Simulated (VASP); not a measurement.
NaCl, 2 atoms in the cell. It takes space group Fm-3m (No. 225, cubic). The conventional cell has a = 5.694 Å, b = 5.694 Å, c = 5.694 Å, α = 90.00°, β = 90.00°, γ = 90.00°. Within 3.8 Å of Na (site symmetry m-3m) lie 6 Cl at 2.85 Å. Cl (site symmetry m-3m) has 6 Na at 2.85 Å within 3.8 Å. 

* Program: VASP 6.6.1
* Task: relaxation of cell and atoms
* Functional: LDA
* Potentials or basis: VASP PAW LDA potentials, release 64 (Na_pv, Cl)
* Cutoff: 600 eV
* k mesh: 8 × 8 × 8
* Occupations: fermi-dirac, width 0.02 eV
* Spin: no spin polarisation
* Dipole correction: no
* Further INCAR settings: ALGO = Normal; EDIFF = 1e-06; IBRION = 2; EDIFFG = -0.005; NSW = 80; ISIF = 3

Potentials or basis: VASP PAW LDA potentials, release 64 (Na_pv, Cl).

Run with:

```sh
$ cat potpaw_LDA.64/Na_pv/POTCAR potpaw_LDA.64/Cl/POTCAR > POTCAR
$ mpirun -np 1 vasp_std > vasp.out
```

Hardware: 1 thread of Intel(R) Xeon(R) 6975P-C (Granite Rapids), with other jobs on the host.

**Question.** How long does it take, and how much memory?

**Answer.** Wall time 24 s on 1 thread of Intel(R) Xeon(R) 6975P-C (Granite Rapids) (shared host), peak memory 0.16 GiB. Counts: scf iterations 57, k points 29, ion steps 13.
